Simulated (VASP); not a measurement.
# ZnSe in VASP: single point with r2SCAN

Aim: the single point of ZnSe with r2SCAN.

Everything below comes from runs of VASP 6.6.1. Logs are shortened: lines on timing, memory, paths and dates and some standing lists are left out, and cuts for length are marked.

## (1) The cell of the first run

The cell holds a slab with vacuum, 8 atoms: a = 4.006 Å, b = 4.006 Å, c = 24.915 Å, α = 90.00°, β = 90.00°, γ = 90.00°.

## (2) Single point, r2SCAN

POSCAR reads:

```
ZnSe
1.0
    4.0063895686      0.0000000000      0.0000000000
    0.0000000000      4.0063895686      0.0000000000
    0.0000000000      0.0000000000     24.9153083121
Se Zn
4 4
Direct
    0.0000000000      0.5000000000      0.3013712705
    0.5000000000      0.0000000000      0.4161356974
    0.0000000000      0.5000000000      0.5302216583
    0.5000000000      0.0000000000      0.6456299678
    0.5000000000      0.5000000000      0.3542758036
    0.0000000000      0.0000000000      0.4691155905
    0.5000000000      0.5000000000      0.5836295066
    0.0000000000      0.0000000000      0.6996205052
```

INCAR.step1 reads:

```
PREC = Accurate ; ENCUT = 520
ISMEAR = 0 ; SIGMA = 0.05
LREAL = False ; LASPH = True
NELM = 100 ; LDIPOL = True
IDIPOL = 3 ; DIPOL = 0.5 0.5 0.500
NBANDS = 46 ; GGA = PE
ALGO = Normal ; EDIFF = 1E-4
LWAVE = True ; LCHARG = False
```

INCAR.step2 reads:

```
PREC = Accurate ; ENCUT = 520
EDIFF = 1E-6 ; ISMEAR = 0
SIGMA = 0.05 ; LREAL = False
LASPH = True ; NELM = 100
ALGO = Normal ; ISIF = 2
LWAVE = False ; LCHARG = False
LDIPOL = True ; IDIPOL = 3
DIPOL = 0.5 0.5 0.500 ; METAGGA = R2SCAN
LMIXTAU = True ; NBANDS = 46
ISTART = 1
```

KPOINTS reads:

```
Automatic mesh
0
Gamma
  7 7 1
```

Potentials or basis: VASP PAW PBE potentials, release 64 (Se, Zn).

Started as:

```console
cat potpaw_PBE.64/Se/POTCAR potpaw_PBE.64/Zn/POTCAR > POTCAR
cp INCAR.step1 INCAR
mpirun -np 1 vasp_std > vasp.out
cp INCAR.step2 INCAR
mpirun -np 1 vasp_std > vasp.out
```

OUTCAR:

```text
PREC = Accurate
   ENCUT = 520
   EDIFF = 1E-6
   ISMEAR = 0
   LREAL = False
   LASPH = True
   NELM = 100
   ISIF = 2
   METAGGA = R2SCAN
   ISTART = 1

 ion  position               nearest neighbor table
   1  0.000  0.500  0.301-   5 2.40   5 2.40
   2  0.500  0.000  0.416-   6 2.40   6 2.40   5 2.53   5 2.53
   3  0.000  0.500  0.530-   7 2.40   7 2.40   6 2.52   6 2.52
   4  0.500  0.000  0.646-   8 2.41   8 2.41   7 2.53   7 2.53
   5  0.500  0.500  0.354-   1 2.40   1 2.40   2 2.53   2 2.53
   6  0.000  0.000  0.469-   2 2.40   2 2.40   3 2.52   3 2.52
   7  0.500  0.500  0.584-   3 2.40   3 2.40   4 2.53   4 2.53
   8  0.000  0.000  0.700-   4 2.41   4 2.41

  LATTYP: Found a simple tetragonal cell.
 ALAT       =     4.0063895686
 C/A-ratio  =     6.2188930671

  Lattice vectors:

 A1 = (   4.0063895686,   0.0000000000,   0.0000000000)
 A2 = (   0.0000000000,   4.0063895686,   0.0000000000)
 A3 = (   0.0000000000,   0.0000000000,  24.9153083121)

Analysis of symmetry for initial positions (statically):
=====================================================================
 Subroutine PRICEL returns:
 Original cell was already a primitive cell.

 Routine SETGRP: Setting up the symmetry group for a
 simple tetragonal supercell.

 Subroutine GETGRP returns: Found  4 space group operations
 (whereof  4 operations were pure point group operations)
 out of a pool of 16 trial point group operations.

The static configuration has the point symmetry C_2v.

Analysis of symmetry for dynamics (positions and initial velocities):
=====================================================================
 Subroutine PRICEL returns:
 Original cell was already a primitive cell.

 Routine SETGRP: Setting up the symmetry group for a
 simple tetragonal supercell.

 Subroutine GETGRP returns: Found  4 space group operations
 (whereof  4 operations were pure point group operations)
 out of a pool of 16 trial point group operations.

The dynamic configuration has the point symmetry C_2v.

 Subroutine INISYM returns: Found  4 space group operations
 (whereof  4 operations are pure point group operations),
 and found     1 'primitive' translations

----------------------------------------------------------------------------------------

                                     Primitive cell

  volume of cell :     399.9195

  direct lattice vectors                    reciprocal lattice vectors
     4.006389569  0.000000000  0.000000000     0.249601289  0.000000000  0.000000000
     0.000000000  4.006389569  0.000000000     0.000000000  0.249601289  0.000000000
     0.000000000  0.000000000 24.915308312     0.000000000  0.000000000  0.040135967

  length of vectors
     4.006389569  4.006389569 24.915308312     0.249601289  0.249601289  0.040135967

  position of ions in fractional coordinates (direct lattice)
     0.000000000  0.500000000  0.301371270
     0.500000000  0.000000000  0.416135697
     0.000000000  0.500000000  0.530221658
     0.500000000  0.000000000  0.645629968
     0.500000000  0.500000000  0.354275804
     0.000000000  0.000000000  0.469115591
     0.500000000  0.500000000  0.583629507
     0.000000000  0.000000000  0.699620505

  ion indices of the primitive-cell ions
   primitive index   ion index
                 1           1
                 2           2
                 3           3
                 4           4
                 5           5
                 6           6
                 7           7
                 8           8

----------------------------------------------------------------------------------------

 KPOINTS: Automatic mesh

Automatic generation of k-mesh.
 Grid dimensions read from file:
 generate k-points for:    7    7    1

 Generating k-lattice:

  Cartesian coordinates                     Fractional coordinates (reciprocal lattice)
     0.035657327  0.000000000  0.000000000     0.142857143  0.000000000  0.000000000
     0.000000000  0.035657327  0.000000000     0.000000000  0.142857143  0.000000000
     0.000000000  0.000000000  0.040135967     0.000000000  0.000000000  1.000000000

  Length of vectors
     0.035657327  0.035657327  0.040135967

  Shift w.r.t. Gamma in fractional coordinates (k-lattice)
     0.000000000  0.000000000  0.000000000

 Subroutine IBZKPT returns following result:
 ===========================================

 Found     16 irreducible k-points:

 Following reciprocal coordinates:
            Coordinates               Weight
  0.000000  0.000000  0.000000      1.000000
  0.142857  0.000000  0.000000      2.000000
  0.000000  0.142857  0.000000      2.000000
  0.285714  0.000000  0.000000      2.000000
  0.000000  0.285714  0.000000      2.000000
  0.428571  0.000000  0.000000      2.000000
[... 8 lines left out ...]
 -0.285714  0.428571  0.000000      4.000000
  0.428571  0.428571  0.000000      4.000000
   k-points           NKPTS =     16   k-points in BZ     NKDIM =     16   number of bands    NBANDS=     46
   number of dos      NEDOS =    301   number of ions     NIONS =      8
   total plane-waves  NPLWV = 172800
   dimension x,y,z NGX =    30 NGY =   30 NGZ =  192
   dimension x,y,z NGXF=    60 NGYF=   60 NGZF=  384
   ions per type =               4   4
   NGX,Y,Z   is equivalent  to a cutoff of  12.45, 12.45, 12.81 a.u.
   NGXF,Y,Z  is equivalent  to a cutoff of  24.90, 24.90, 25.62 a.u.
 SYSTEM =  unknown system
   PREC   = accura    normal or accurate (medium, high low for compatibility)
   ISTART =      1    job   : 0-new  1-cont  2-samecut
   ICHARG =      0    charge: 1-file 2-atom 10-const
   ISPIN  =      1    spin polarized calculation?
   LNONCOLLINEAR =      F non collinear calculations
   LSORBIT =      F    spin-orbit coupling
   LASPH  =      T    aspherical Exc in radial PAW
   ENCUT  =  520.0 eV  38.22 Ry    6.18 a.u.   7.45  7.45 46.33*2*pi/ulx,y,z
   NELM   =    100;   NELMIN=  2; NELMDL=  0     # of ELM steps
   EDIFF  = 0.1E-05   stopping-criterion for ELM
   LREAL  =      F    real-space projection
   EDIFFG = 0.1E-04   stopping-criterion for IOM
   NSW    =      0    number of steps for IOM
   IBRION =     -1    ionic relax: 0-MD 1-quasi-New 2-CG
   NFREE  =      0    steps in history (QN), initial steepest desc. (CG)
   ISIF   =      2    stress and relaxation
   ISYM   =      2    0-nonsym 1-usesym 2-fastsym
   POTIM  = 0.5000    time-step for ionic-motion
   TEBEG  =    0.0;   TEEND  =   0.0 temperature during run
   PSTRESS=    0.0 pullay stress
   NELECT =      72.0000    total number of electrons
   NUPDOWN=      -1.0000    fix difference up-down
   EMIN   =  10.00;   EMAX   =-10.00  energy-range for DOS
   EFERMI =   0.00;   METHOD = LEGACY
   ISMEAR =     0;   SIGMA  =   0.05  broadening in eV -4-tet -1-fermi 0-gaus
   EFERMI_NEDOS =   21; number of points for ismear=-14 and -15
   IALGO  =     38    algorithm
   IMIX   =      4    mixing-type and parameters
     AMIX     =   0.40;   BMIX     =  1.00
     AMIX_MAG =   1.60;   BMIX_MAG =  1.00
  volume/ion in A,a.u.               =      49.99       337.35
  Fermi-wavevector in a.u.,A,eV,Ry     =   0.924403  1.746869 11.626469  0.854521
  Thomas-Fermi vector in A             =   2.050145
   LORBIT       =      0    0 simple, 1 ext, 2 COOP (PROOUT), +10 PAW based schemes
   METAGGA = R2SCAN    functional components
   LHFCALC =     F    Hartree Fock is set to
   AEXX    =    0.0000 exact exchange contribution
   IVDW    =     0    specifies the selected vdW correction
   LEPSILON=     F    determine dielectric tensor
   LRPA    =     F    only Hartree local field effects (RPA)
 non-spin polarized calculation
 Gauss-broadening in eV      SIGMA  =   0.05
  energy-cutoff  :      520.00
  volume of cell :      399.92
 maximum number of plane-waves:     10853
 NGX is ok and might be reduce to    30
   NGX = 15   NGY = 15   NGZ = 93

 number of electron      72.0000083 magnetization

 dipolmoment           0.000000      0.000000     -0.232407 electrons x Angstroem

 Free energy of the ion-electron system (eV)
  ---------------------------------------------------
  ext. energy  EPLUGINS =         0.00000000
  ---------------------------------------------------
  free energy    TOTEN  =       -95.91627471 eV

  energy without entropy =      -95.91405471  energy(sigma->0) =      -95.91516471

 E-fermi :  -2.1050     XC(G=0):  -5.0992

 val. band max:       -2.1548507765   @ k =   0.0000   0.0000   0.0000
 cond. band min:      -2.0573072337   @ k =   0.1429   0.1429   0.0000
 fundamental gap:      0.0975435427
 Fermi energy:        -2.1050494696

 k-point     1 :       0.0000    0.0000    0.0000
  band No.  band energies     occupation
      1     -16.8990      2.00000
      2     -16.1676      2.00000
      3     -15.4261      2.00000
      4     -14.2780      2.00000
      5     -10.1944      2.00000
      6     -10.1620      2.00000
[... 38 lines left out ...]
     45       3.1536      0.00000
     46       3.2036      0.00000

 k-point     2 :       0.1429    0.0000    0.0000
  band No.  band energies     occupation
      1     -16.8302      2.00000
      2     -16.1114      2.00000
      3     -15.3765      2.00000
      4     -14.2300      2.00000
      5     -10.1873      2.00000
      6     -10.1201      2.00000
[... 38 lines left out ...]
     45       3.1802      0.00000
     46       3.2541      0.00000

 k-point     3 :       0.0000    0.1429    0.0000
  band No.  band energies     occupation
      1     -16.8363      2.00000
      2     -16.1191      2.00000
      3     -15.3857      2.00000
      4     -14.2549      2.00000
      5     -10.1919      2.00000
      6     -10.1482      2.00000
[... 626 lines left out ...]
     45       3.6626      0.00000
     46       4.2984      0.00000

 k-point    16 :       0.4286    0.4286    0.0000
  band No.  band energies     occupation
      1     -16.2610      2.00000
      2     -15.6199      2.00000
      3     -14.9190      2.00000
      4     -13.8561      2.00000
      5     -10.0887      2.00000
      6     -10.0232      2.00000
[... 38 lines left out ...]
     45       3.6303      0.00000
     46       3.9339      0.00000

------------------------ aborting loop because EDIFF is reached ----------------------------------------

 vacuum level on the upper side and lower side of the slab       (xc-potential included)        -1.309         1.256

  FORCE on cell =-STRESS in cart. coord.  units (eV):
  Direction    XX          YY          ZZ          XY          YZ          ZX
  --------------------------------------------------------------------------------------
  -------------------------------------------------------------------------------------
  Total        0.5077907     -2.8301849      0.0281641      0.0000000      0.0000000      0.0000000
  in kB        2.0343362    -11.3384260      0.1128325      0.0000000      0.0000000      0.0000000
  external PRESSURE =      -3.0637524 kB  Pullay stress =       0.0000000 kB

 VOLUME and BASIS-vectors are now :
 -----------------------------------------------------------------------------
  energy-cutoff  :      520.00
  volume of cell :      399.92
      direct lattice vectors                 reciprocal lattice vectors
     4.006389569  0.000000000  0.000000000     0.249601289  0.000000000  0.000000000
     0.000000000  4.006389569  0.000000000     0.000000000  0.249601289  0.000000000
     0.000000000  0.000000000 24.915308312     0.000000000  0.000000000  0.040135967

 POSITION                                       TOTAL-FORCE (eV/Angst)
 -----------------------------------------------------------------------------------
      0.00000      2.00319      7.50876         0.000000      0.000000     -0.002974
      2.00319      0.00000     10.36815         0.000000      0.000000      0.001168
      0.00000      2.00319     13.21064         0.000000      0.000000      0.004220
      2.00319      0.00000     16.08607         0.000000      0.000000     -0.003432
      2.00319      2.00319      8.82689         0.000000      0.000000     -0.002819
      0.00000      0.00000     11.68816         0.000000      0.000000     -0.011479
      2.00319      2.00319     14.54131         0.000000      0.000000     -0.016080
      0.00000      0.00000     17.43126         0.000000      0.000000      0.031396
 -----------------------------------------------------------------------------------
    total drift:                                0.000000      0.000000     -0.004520

  FREE ENERGIE OF THE ION-ELECTRON SYSTEM (eV)
  ---------------------------------------------------
  free  energy   TOTEN  =       -95.9162747074 eV

  energy  without entropy=      -95.9140547084  energy(sigma->0) =      -95.91516471

 vacuum level on the upper side and lower side of the slab         2.101         4.719
```

Wall time 19 min (1 thread of Intel Xeon 6975P-C (Granite Rapids), shared host); peak memory 0.59 GiB.

Results:

```
Free energy            : -95.9163 eV
Largest force          : 0.031 eV/Å
Band gap on the k mesh : 0.10 eV (least direct gap 0.11 eV)
```

Forces in eV/Å, atoms in the order of the input:
```
Se   0.000  0.000 -0.003
Se   0.000  0.000  0.001
Se   0.000  0.000  0.004
Se   0.000  0.000 -0.003
Zn   0.000  0.000 -0.003
Zn   0.000  0.000 -0.011
Zn   0.000  0.000 -0.016
Zn   0.000  0.000  0.031
```

Caveat: the PAW data sets were made with another functional, which shifts forces and pressure a little.
